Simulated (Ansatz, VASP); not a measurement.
# ZrPb2O4 in VASP and in Ansatz

```
Zr Pb O
1.0
     0.00000    0.00000    3.35664
     7.05774    0.00000    0.00000
     0.00000   10.12271    0.00000
Zr Pb O
2 4 8
Direct
  0.00000 0.50000 0.50000
  0.00000 0.00000 0.00000
  0.50000 0.04100 0.68726
  0.50000 0.95900 0.31274
  0.50000 0.45900 0.18726
  0.50000 0.54100 0.81274
  0.00000 0.65273 0.68082
  0.00000 0.34727 0.31918
  0.50000 0.34528 0.57724
  0.50000 0.65472 0.42276
  0.00000 0.15273 0.81918
  0.00000 0.84727 0.18082
  0.50000 0.84528 0.92276
  0.50000 0.15472 0.07724
```

Alike in both runs: task single point; functional PBE; k mesh 4 × 2 × 2; occupations gaussian, width 0.1 eV; no spin polarisation.

|  | VASP | Ansatz |
| --- | --- | --- |
| version | VASP 6.6.1 | Ansatz 0.2.0 |
| potentials or method | VASP PAW PBE potentials, release 64 (Zr_sv, Pb_d, O), cutoff 520 eV | scalar-relativistic, plane waves, PAW |
| valence electrons in the cell | 128 | 128 |

VASP gave:

```
gap on the k mesh at the Fermi level (eV)                     : 1.62
least direct gap on the mesh (eV)                             : 1.76
pressure (GPa)                                                : 0.2
traceless stress, the component that is largest in VASP (GPa) : 0.11
rms of the force components (eV/Å)                            : 0.010
```

Task: Which values does Ansatz return?

Result: gap on the k mesh at the Fermi level (eV): 1.62; least direct gap on the mesh (eV): 1.76; pressure (GPa): 0.1; traceless stress, the component that is largest in VASP (GPa): 0.04; rms of the force components (eV/Å): 0.005.

Atom by atom the forces differ by 0.015 eV/Å (rms over components). The functional is the same, so the differences come from potentials, cutoffs and numerics.

The k mesh is coarse, so the values compare programs but aren't converged. Neither program's run includes spin-orbit coupling.
